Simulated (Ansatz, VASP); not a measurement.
# One calculation of ZrGa3Ag, two programs

INCAR

```
SYSTEM = ZrGa3Ag
ALGO = Normal
EDIFF = 1E-6
EDIFFG = -0.04
ENCUT = 600
GGA = PE
IBRION = 2
ISIF = 3
ISMEAR = 0
LASPH = .True.
LCHARG = .False.
LREAL = .False.
LWAVE = .False.
NELM = 60
NSW = 90
PREC = Accurate
SIGMA = 0.1
```

KPOINTS

```
k-points
0
Gamma
  4 4 4
  0 0 0
```

Contents of POSCAR:

```
ZrGa3Ag
1.0
    4.4644276700      0.0000000000      0.0000000000
    0.0000000000      4.4644276700      0.0000000000
    0.0000000000      0.0000000000      4.4644276700
Zr Ga Ag
1 3 1
Direct
    0.5000000000      0.5000000000      0.5000000000
    0.5000000000      0.0000000000      0.0000000000
    0.0000000000      0.5000000000      0.0000000000
    0.0000000000      0.0000000000      0.5000000000
    0.0000000000      0.0000000000      0.0000000000
```

Input for Ansatz:

```yaml
crystal:
  lattice:
    - [4.46442767, 0.0, 0.0]
    - [0.0, 4.46442767, 0.0]
    - [0.0, 0.0, 4.46442767]
  atoms:
    - { symbol: Zr, position: [0.5, 0.5, 0.5] }
    - { symbol: Ga, position: [0.5, 0.0, 0.0] }
    - { symbol: Ga, position: [0.0, 0.5, 0.0] }
    - { symbol: Ga, position: [0.0, 0.0, 0.5] }
    - { symbol: Ag, position: [0.0, 0.0, 0.0] }
basis:
  ecutwfc: 420
kpoints:
  mp_grid: { grid: [4, 4, 4] }
hamiltonian:
  xc: pbe
scf:
  occupations: { method: gaussian, width: 0.1 }
  lower_state_search: "off"
output:
  forces: true
  stress: true
  eigenvalues: true
relax:
  adjacent_minimum: "off"
  f_tol: 0.04
  max_steps: 70
  cell: { stress_tol: 0.4 }
```

Alike in both runs: task relaxation of cell and atoms; functional PBE; k mesh 4 × 4 × 4; occupations gaussian, width 0.1 eV; no spin polarisation.

|  | VASP | Ansatz |
| --- | --- | --- |
| version | VASP 6.6.1 | Ansatz 0.2.0 |
| potentials or method | VASP PAW PBE potentials, release 64 (Zr_sv, Ga_d, Ag), cutoff 600 eV | scalar-relativistic, plane waves, PAW |
| valence electrons in the cell | 62 | 70 |

Ansatz gave:

- gap on the k mesh at the Fermi level, each at its own relaxed structure (eV): none
- relaxed volume (Å³/atom): 22.46
- relaxed length of the cell vector where the two differ most in proportion (Å): 4.825

Q: Estimate VASP's values.

A: gap on the k mesh at the Fermi level, each at its own relaxed structure (eV): none; relaxed volume (Å³/atom): 22.52; relaxed length of the cell vector where the two differ most in proportion (Å): 4.829.

A gap of «none» marks a metal or a gap that the smearing closes. VASP's potentials hold 62 valence electrons a cell and Ansatz's 70, so a difference there can come from the potentials and not from the codes.

Noted on VASP's run: the volume moved by over 15 % at a fixed basis, so the end points are rough.
